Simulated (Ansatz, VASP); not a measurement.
# Two plane-wave programs on TiSi16

```
Si Ti
1.0
     0.00000    5.43000    5.43000
     5.43000    0.00000    5.43000
     5.43000    5.43000    0.00000
Si Ti
16 1
Direct
  0.00414 0.98780 0.00402
  0.12840 0.12199 0.12763
  0.99571 0.00151 0.50125
  0.12832 0.12185 0.62189
  0.00414 0.50405 0.00401
  0.12509 0.62495 0.12501
  0.00408 0.50405 0.48782
  0.12833 0.62791 0.62190
  0.50192 0.00156 0.99493
  0.62217 0.12212 0.12766
  0.50187 0.00154 0.50125
  0.62539 0.12498 0.62461
  0.48794 0.50404 0.00396
  0.62219 0.62801 0.12767
  0.50188 0.49529 0.50125
  0.62201 0.62798 0.62199
  0.87524 0.37497 0.87482
```

Alike in both runs: functional PBEsol; k mesh 2 × 2 × 2; occupations gaussian, width 0.05 eV; no spin polarisation.

Ansatz relaxed the structure, and its values are those at the end. VASP's run is a single point on that final structure, the one shown.

```csv
,VASP,Ansatz
version,VASP 6.6.1,Ansatz 0.2.0
potentials or method,"VASP PAW PBE potentials, release 64 (Si, Ti_sv), cutoff 520 eV","scalar-relativistic, plane waves, PAW"
valence electrons in the cell,76,76
```

|  | VASP | Ansatz | Ansatz less VASP |
| --- | --- | --- | --- |
| rms of the force components (eV/Å) | 0.011 | 0.012 | +0.0013 |

VASP's potentials were made for PBE, not for PBEsol, and Ansatz warns of the same on its side.

The k mesh is coarse, so the values compare programs but aren't converged.
